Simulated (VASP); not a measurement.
# In: single point with PBEsol

The system is In.

```
CELL_PARAMETERS angstrom
0.00000 2.51582 2.51582
2.51582 0.00000 2.51582
2.51582 2.51582 0.00000
ATOMIC_POSITIONS crystal
In 0.87500 0.87500 0.87500
In 0.12500 0.12500 0.12500
```

This isn't the form of In at room conditions, which is tetragonal.

```
Program                 : VASP 6.6.1
Task                    : single point
Functional              : PBEsol
Potentials or basis     : VASP PAW PBE potentials, release 64 (In_d)
Cutoff                  : 520 eV
k mesh                  : 10 × 10 × 10
Occupations             : fermi-dirac, width 0.08 eV
Spin                    : no spin polarisation
Dipole correction       : no
k mesh for the DOS      : 15 × 15 × 15
Occupations for the DOS : tetrahedron
Further INCAR settings  : ALGO = Normal; EDIFF = 1e-06; NBANDS = 20
```

The valence electrons inside the program's atomic spheres are In 12.69.

Levels at points of the mesh, in eV from the Fermi level:
```csv
k point,band 9,band 10,band 11,band 12,band 13,band 14,band 15,band 16,band 17,band 18
"(0.00, 0.00, 0.00)",-14.72,-14.72,-13.99,6.30,6.30,6.30,6.84,6.84,6.84,8.47
```

Wall time 2.5 min on 1 thread of AMD EPYC 7R13, on a shared host, peak memory 0.16 GiB.

Caveat: spin-orbit coupling is left out, which moves the levels of the heavy elements.
